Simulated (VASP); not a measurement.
# InP (F-43m) in VASP: a series of runs, part 2 of 2

VASP 6.6.1.

## (4) Relaxation of cell and atoms, PBEsol

INCAR reads:

```
SYSTEM = InP
PREC     = Accurate       ! precision mode
ENCUT    = 600            ! plane-wave cutoff, eV
EDIFF    = 1E-6           ! SCF threshold, eV
ISMEAR   = -1             ! smearing method
SIGMA    = 0.02           ! smearing width, eV
LREAL    = .FALSE.        ! projectors in reciprocal space
LASPH    = .TRUE.         ! aspherical terms in the spheres
NELM     = 60             ! most SCF steps
ALGO     = Normal         ! electronic algorithm
ISIF     = 3              ! what is computed and relaxed
LWAVE    = .FALSE.        ! write WAVECAR
LCHARG   = .FALSE.        ! write CHGCAR
GGA      = PS             ! functional
IBRION   = 2              ! ionic algorithm
NSW      = 80             ! ionic steps
EDIFFG   = -0.005         ! ionic threshold
```

KPOINTS reads:

```
Automatic mesh
0
G
  6 6 6
  0 0 0
```

POSCAR reads:

```
InP
1.0
    0.0000000000      2.9791929059      2.9791929059
    2.9791929059      0.0000000000      2.9791929059
    2.9791929059      2.9791929059      0.0000000000
In P
1 1
Direct
    0.0000000000      0.0000000000      0.0000000000
    0.2500000000      0.2500000000      0.2500000000
```

Launch:

```sh
cat potpaw_PBE.64/In_d/POTCAR potpaw_PBE.64/P/POTCAR > POTCAR
mpirun -np 1 vasp_std > vasp.out
```

Run time: 49 s. Hardware: 1 thread of Intel Xeon 6975P-C, shared host; peak memory 0.22 GiB.

The run converged. Its results:

```
Free energy                            : -9.1435 eV
Relaxed volume                         : 25.40 Å³/atom
Relaxed cell                           : a = 4.157 Å, b = 4.157 Å, c = 4.157 Å, α = 60.00°, β = 60.00°, γ = 60.00°
Space group after relaxing (to 0.05 Å) : F-43m (No. 216)
Energy gained by relaxing              : 8.3 meV/atom
Ionic steps                            : 3
Pressure after relaxing                : 0.0 GPa
Band gap on the k mesh                 : 0.56 eV, direct
```

The path:
```csv
step,energy change (eV),largest force (eV/Å),pressure (GPa),volume (Å³)
1,0.0000,0.0000,-2.46,52.88
2,-0.0127,0.0000,1.36,49.84
3,-0.0166,0.0000,0.02,50.80
```

Final structure:
```
In P
1.0
     0.00000    2.93947    2.93947
     2.93947    0.00000    2.93947
     2.93947    2.93947    0.00000
In P
1 1
Cartesian
  0.0000 0.0000 0.0000
  1.4697 1.4697 1.4697
```

Levels at points of the mesh, in eV from the valence-band top:
```tsv
k point	band 5	band 6	band 7	band 8	band 9	band 10	band 11	band 12	band 13
(0.00, 0.00, 0.00)	-13.99	-11.49	0.00	0.00	0.00	0.56	4.01	4.01	4.01
(0.50, 0.00, 0.00)	-13.98	-9.77	-5.76	-0.97	-0.97	1.37	4.73	4.73	6.93
(0.50, 0.50, 0.00)	-13.96	-9.11	-5.78	-2.32	-2.32	1.64	2.16	9.04	9.46
```

Caveat: the PAW data sets were made with another functional, which shifts forces and pressure a little; spin-orbit coupling is left out, which moves the levels of the heavy elements.

## (5) Relaxation of cell and atoms, LDA

INCAR reads:

```
SYSTEM = InP
PREC = Accurate
ENCUT = 600
EDIFF = 1E-7
ISMEAR = -1
SIGMA = 0.02
LREAL = .False.
LASPH = .True.
NELM = 60
ALGO = Normal
ISIF = 3
LWAVE = .False.
LCHARG = .False.
IBRION = 2
NSW = 80
EDIFFG = -0.005
```

KPOINTS reads:

```
regular mesh
0
Gamma
  6 6 6
  0 0 0
```

POSCAR is that of step 4.

Potentials or basis: VASP PAW LDA potentials, release 64 (In_d, P).

Launch:

```sh
cat potpaw_LDA.64/In_d/POTCAR potpaw_LDA.64/P/POTCAR > POTCAR
mpirun -np 1 vasp_std > vasp.out
```

OUTCAR:

```text
SYSTEM = InP
   PREC = Accurate
   ENCUT = 600
   EDIFF = 1E-7
   ISMEAR = -1
   LREAL = .False.
   LASPH = .True.
   NELM = 60
   ISIF = 3
   IBRION = 2
   NSW = 80
   EDIFFG = -0.005

 ion  position               nearest neighbor table
   1  0.000  0.000  0.000-   2 2.58   2 2.58   2 2.58   2 2.58
   2  0.250  0.250  0.250-   1 2.58   1 2.58   1 2.58   1 2.58

  LATTYP: Found a face centered cubic cell.
 ALAT       =     5.9583858118

  Lattice vectors:

 A1 = (   0.0000000000,   2.9791929059,   2.9791929059)
 A2 = (   2.9791929059,   0.0000000000,   2.9791929059)
 A3 = (   2.9791929059,   2.9791929059,   0.0000000000)

Analysis of symmetry for initial positions (statically):
=====================================================================
 Subroutine PRICEL returns:
 Original cell was already a primitive cell.

 Routine SETGRP: Setting up the symmetry group for a
 face centered cubic supercell.

 Subroutine GETGRP returns: Found 24 space group operations
 (whereof 24 operations were pure point group operations)
 out of a pool of 48 trial point group operations.

The static configuration has the point symmetry T_d .

Analysis of symmetry for dynamics (positions and initial velocities):
=====================================================================
 Subroutine PRICEL returns:
 Original cell was already a primitive cell.

 Routine SETGRP: Setting up the symmetry group for a
 face centered cubic supercell.

 Subroutine GETGRP returns: Found 24 space group operations
 (whereof 24 operations were pure point group operations)
 out of a pool of 48 trial point group operations.

The dynamic configuration has the point symmetry T_d .

 Subroutine INISYM returns: Found 24 space group operations
 (whereof 24 operations are pure point group operations),
 and found     1 'primitive' translations

----------------------------------------------------------------------------------------

                                     Primitive cell

  volume of cell :      52.8842

[... 93 lines left out ...]
   EFERMI =   0.00;   METHOD = LEGACY
   ISMEAR =    -1;   SIGMA  =   0.02  broadening in eV -4-tet -1-fermi 0-gaus
   EFERMI_NEDOS =   21; number of points for ismear=-14 and -15
   IALGO  =     38    algorithm
   IMIX   =      4    mixing-type and parameters
     AMIX     =   0.40;   BMIX     =  1.00
     AMIX_MAG =   1.60;   BMIX_MAG =  1.00
  volume/ion in A,a.u.               =      26.44       178.44
  Fermi-wavevector in a.u.,A,eV,Ry     =   1.143028  2.160011 17.776203  1.306514
  Thomas-Fermi vector in A             =   2.279725
   LORBIT       =      0    0 simple, 1 ext, 2 COOP (PROOUT), +10 PAW based schemes
   GGA     = CA    functional components
   LHFCALC =     F    Hartree Fock is set to
   AEXX    =    0.0000 exact exchange contribution
   IVDW    =     0    specifies the selected vdW correction
   LEPSILON=     F    determine dielectric tensor
   LRPA    =     F    only Hartree local field effects (RPA)
 conjugate gradient relaxation of ions
 non-spin polarized calculation
  energy-cutoff  :      600.00
  volume of cell :       52.88
 maximum number of plane-waves:      1807
 NGX is ok and might be reduce to    36
   NGX = 17   NGY = 17   NGZ = 17

--------------------------------------- Ionic step        1  -------------------------------------------

 number of electron      17.9999999 magnetization

 Free energy of the ion-electron system (eV)
  ---------------------------------------------------
  ext. energy  EPLUGINS =         0.00000000
  ---------------------------------------------------
  free energy    TOTEN  =        -9.61456706 eV

  energy without entropy =       -9.61455562  energy(sigma->0) =       -9.61456134

------------------------ aborting loop because EDIFF is reached ----------------------------------------

  FORCE on cell =-STRESS in cart. coord.  units (eV):
  Direction    XX          YY          ZZ          XY          YZ          ZX
  --------------------------------------------------------------------------------------
  -------------------------------------------------------------------------------------
  Total       -1.3434798     -1.3434798     -1.3434798      0.0000000      0.0000000     -0.0000000
  in kB      -40.7020111    -40.7020111    -40.7020111      0.0000000      0.0000000     -0.0000000
  external PRESSURE =     -40.7020111 kB  Pullay stress =       0.0000000 kB
[... 59 lines left out ...]
--------------------------------------- Ionic step        3  -------------------------------------------

 number of electron      18.0000001 magnetization

 Free energy of the ion-electron system (eV)
  ---------------------------------------------------
  ext. energy  EPLUGINS =         0.00000000
  ---------------------------------------------------
  free energy    TOTEN  =        -9.66011893 eV

  energy without entropy =       -9.66011893  energy(sigma->0) =       -9.66011893

 E-fermi :   5.5099     XC(G=0):  -9.6806

 val. band max:        5.2003779399   @ k =   0.0000   0.0000   0.0000
 cond. band min:       5.7973203608   @ k =   0.0000   0.0000   0.0000
 fundamental gap:      0.5969424209
 Fermi energy:         5.5099076112

 k-point     1 :       0.0000    0.0000    0.0000
  band No.  band energies     occupation
      1      -9.0308      2.00000
      2      -9.0308      2.00000
      3      -9.0308      2.00000
      4      -8.8677      2.00000
      5      -8.8677      2.00000
      6      -6.4613      2.00000
      7       5.2004      2.00000
      8       5.2004      2.00000
      9       5.2004      2.00000
     10       5.7973      0.00000
     11       9.1573      0.00000
     12       9.1573      0.00000
     13       9.1573      0.00000
[... 267 lines left out ...]
  FREE ENERGIE OF THE ION-ELECTRON SYSTEM (eV)
  ---------------------------------------------------
  free  energy   TOTEN  =        -9.6601189298 eV

  energy  without entropy=       -9.6601189265  energy(sigma->0) =       -9.66011893

 reached required accuracy - stopping structural energy minimisation
```

Run time: 50 s. Hardware: 1 thread of Intel Xeon 6975P-C, shared host; peak memory 0.19 GiB.

Results:

| Property | Result |
| --- | --- |
| Free energy | -9.6601 eV |
| Relaxed volume | 24.75 Å³/atom |
| Relaxed cell | a = 4.122 Å, b = 4.122 Å, c = 4.122 Å, α = 60.00°, β = 60.00°, γ = 60.00° |
| Space group after relaxing (to 0.05 Å) | F-43m (No. 216) |
| Energy gained by relaxing | 22.8 meV/atom |
| Ionic steps | 3 |
| Pressure after relaxing | 0.0 GPa |
| Band gap on the k mesh | 0.60 eV, direct |

Step by step:
```
step  energy change (eV)  largest force (eV/Å)  pressure (GPa)  volume (Å³)
   1              0.0000                0.0000           -4.07        52.88
   2             -0.0334                0.0000            2.52        47.91
   3             -0.0456                0.0000           -0.02        49.51
```

Final structure:
```cif
data_structure
_symmetry_space_group_name_H-M 'P 1'
_symmetry_Int_Tables_number 1
_cell_length_a 4.1216
_cell_length_b 4.1216
_cell_length_c 4.1216
_cell_angle_alpha 60.000
_cell_angle_beta 60.000
_cell_angle_gamma 60.000
_cell_volume 49.51
loop_
_atom_site_label
_atom_site_type_symbol
_atom_site_fract_x
_atom_site_fract_y
_atom_site_fract_z
_atom_site_occupancy
In1 In 0.00000 0.00000 0.00000 1
P1 P 0.25000 0.25000 0.25000 1
```

Levels at points of the mesh, in eV from the valence-band top:
```csv
k point,band 6,band 7,band 8,band 9,band 10,band 11,band 12,band 13
"(0.00, 0.00, 0.00)",-11.66,0.00,0.00,0.00,0.60,3.96,3.96,3.96
"(0.50, 0.00, 0.00)",-9.85,-5.92,-1.02,-1.02,1.36,4.70,4.70,6.92
"(0.50, 0.50, 0.00)",-9.16,-5.94,-2.42,-2.42,1.56,2.12,9.10,9.54
```

Caveat: spin-orbit coupling is left out, which moves the levels of the heavy elements. LDA gaps usually lie below the measured ones, often by a third to a half.

## (6) Overview

| task | level | potentials or basis | cell | k mesh | cutoff (eV) | smearing | gap on the mesh (eV) | pressure (GPa) | relaxed volume (Å³/atom) |
| --- | --- | --- | --- | --- | --- | --- | --- | --- | --- |
| single point | PBE | VASP PAW PBE potentials, release 64 (In_d, P) | a = 4.213 Å, angles 60.0°, 2 atoms | 8 × 8 × 8 | 520 | fermi-dirac 0.02 eV | 0.44 | 0.0 | - |
| single point | r2SCAN | VASP PAW PBE potentials, release 64 (In_d, P) | a = 4.177 Å, angles 60.0°, 2 atoms | 8 × 8 × 8 | 520 | gaussian 0.01 eV | 1.03 | -0.1 | - |
| relaxation of cell and atoms | PBEsol | VASP PAW PBE potentials, release 64 (In_d, P) | relaxed from a = 4.213 Å, angles 60.0°, 2 atoms | 6 × 6 × 6 | 600 | fermi-dirac 0.02 eV | 0.56 | 0.0 | 25.40 |
| relaxation of cell and atoms | LDA | VASP PAW LDA potentials, release 64 (In_d, P) | relaxed from a = 4.213 Å, angles 60.0°, 2 atoms | 6 × 6 × 6 | 600 | fermi-dirac 0.02 eV | 0.60 | 0.0 | 24.75 |

Alike in all rows: no spin polarisation.

Caveats: spin-orbit coupling is left out, which moves the levels of the heavy elements; the PAW data sets were made with another functional, which shifts forces and pressure a little (some runs).

Total energies depend on the potentials used, so only differences within one code and one set of settings carry meaning.
